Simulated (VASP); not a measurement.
LiCl: single point with PBE

The system is LiCl.

```
Li Cl
1.0
     3.20803    0.00000    0.00000
    -1.60402    2.77824    0.00000
     0.00000    0.00000    8.53411
Li Cl
2 2
Direct
  0.33333 0.66667 0.25000
  0.66667 0.33333 0.75000
  0.33333 0.66667 0.75000
  0.66667 0.33333 0.25000
```

```yaml
Program: VASP 6.6.1
Task: single point
Functional: PBE
Potentials_or_basis: VASP PAW PBE potentials, release 64 (Li_sv, Cl)
Cutoff: 520 eV
k_mesh: 6 × 6 × 2
Occupations: gaussian, width 0.1 eV
Spin: no spin polarisation
Dipole_correction: no
Further_INCAR_settings: ALGO = Normal; EDIFF = 1e-07; NBANDS = 18
```

- Band gap on the k mesh: 5.79 eV

Levels at points of the mesh, in eV from the valence-band top:
| k point | band 8 | band 9 | band 10 | band 11 | band 12 | band 13 |
| --- | --- | --- | --- | --- | --- | --- |
| (0.00, 0.00, 0.00) | -0.01 | 0.00 | 0.00 | 5.79 | 9.00 | 10.90 |
| (0.50, 0.00, 0.00) | -1.14 | -0.76 | -0.55 | 7.29 | 8.09 | 9.59 |
| (0.00, 0.00, 0.50) | -0.01 | -0.01 | -0.01 | 7.08 | 7.08 | 11.03 |
| (0.50, 0.00, 0.50) | -1.16 | -0.65 | -0.65 | 7.45 | 7.45 | 10.40 |

It took 25 s on 1 thread of Intel Xeon 8259CL (shared host), peak memory 0.18 GiB.
